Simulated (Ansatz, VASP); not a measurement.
Two plane-wave programs on Co

```xyz
4
Lattice="2.4493 0.0000 0.0000 -1.2246 2.1211 0.0000 0.0000 0.0000 7.9648" Properties=species:S:1:pos:R:3 pbc="T T T"
Co    0.0000    0.0000    0.0000
Co    0.0000    1.4141    1.9912
Co    0.0000    0.0000    3.9824
Co    1.2246    0.7070    5.9736
```

Alike in both runs: functional PBEsol; k mesh 9 × 9 × 2; occupations gaussian, width 0.1 eV; collinear spin.

Ansatz relaxed the structure, and its values are those at the end. VASP's run is a single point on that final structure, the one shown.

|  | VASP | Ansatz |
| --- | --- | --- |
| version | VASP 6.6.1 | Ansatz 0.2.0 |
| potentials or method | VASP PAW PBE potentials, release 64 (Co_sv), cutoff 690 eV | scalar-relativistic, plane waves, PAW |
| valence electrons in the cell | 68 | 68 |

```tsv
	VASP	Ansatz	Ansatz less VASP
gap on the k mesh at the Fermi level (eV)	none	none	-
pressure (GPa)	-1.3	0.1	+1.41
net moment per atom (μB)	1.53	1.53	+0.003
size of the moment on the site where the two differ most (μB)	1.59	1.60	+0.010
```

VASP's potentials were made for PBE, not for PBEsol. Site moments also hang on the region over which each program counts them. A gap of «none» marks a metal or a gap that the smearing closes.

The k mesh is coarse, so the values compare programs but aren't converged.
